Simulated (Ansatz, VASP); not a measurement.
CdSe: VASP beside Ansatz

```
CELL_PARAMETERS angstrom
4.30101 0.00000 0.00000
-2.15050 3.72478 0.00000
0.00000 0.00000 7.02209
ATOMIC_POSITIONS crystal
Cd 0.33333 0.66667 0.00469
Cd 0.66667 0.33333 0.50469
Se 0.33333 0.66667 0.38031
Se 0.66667 0.33333 0.88031
```

Alike in both runs: task single point; functional LDA; k mesh 9 × 9 × 6; occupations gaussian, width 0.02 eV; no spin polarisation.

|  | VASP | Ansatz |
| --- | --- | --- |
| version | VASP 6.6.1 | Ansatz 0.2.0 |
| potentials or method | VASP PAW LDA potentials, release 64 (Cd, Se), cutoff 520 eV | scalar-relativistic, plane waves, PAW |
| valence electrons in the cell | 36 | 72 |

```csv
,VASP,Ansatz,Ansatz less VASP
gap on the k mesh at the Fermi level (eV),0.42,0.39,-0.032
least direct gap on the mesh (eV),0.42,0.39,-0.032
pressure (GPa),-1.5,-1.9,-0.42
```

LDA's correlation is that of Perdew and Zunger in VASP and of Perdew and Wang (1992) in Ansatz. VASP's potentials hold 36 valence electrons a cell and Ansatz's 72, so a difference there can come from the potentials and not from the codes.
